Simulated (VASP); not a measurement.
Input of a VASP 6.6.1 run:

Contents of INCAR:

```
SYSTEM = Si
AGGAC = 1.0
AGGAX = 1.0
ALDAC = 0.0
ALDAX = 1.0
ALGO = Normal
EDIFF = 1E-7
ENCUT = 520
GGA = B5
ISIF = 2
ISMEAR = -1
LASPH = .True.
LCHARG = .True.
LELF = .True.
LREAL = .False.
LVHAR = .True.
LWAVE = .False.
NBANDS = 8
NELM = 80
PREC = Accurate
SIGMA = 0.1
```

Contents of KPOINTS:

```
k-points
0
Gamma
  16 16 16
  0 0 0
```

The input POSCAR:

```
Si
1.0
   -1.6018877561      1.6018877561      1.6018877561
    1.6018877561     -1.6018877561      1.6018877561
    1.6018877561      1.6018877561     -1.6018877561
Si
1
Direct
    0.0000000000      0.0000000000      0.0000000000
```

Potentials or basis: VASP PAW PBE potentials, release 64 (Si).

The run is started by

```sh
$ cat potpaw_PBE.64/Si/POTCAR > POTCAR
$ mpirun -np 1 vasp_std > vasp.out
```

**Question.** Estimate the band gap on the k mesh.

**Answer.** Zero (band 2 reaches 18.58 eV, above the bottom of band 3 at 5.53 eV).

**Question.** What does it give for the pressure?

**Answer.** 0.2 GPa.

Caveat: the PAW data sets were made with another functional, which shifts forces and pressure a little.
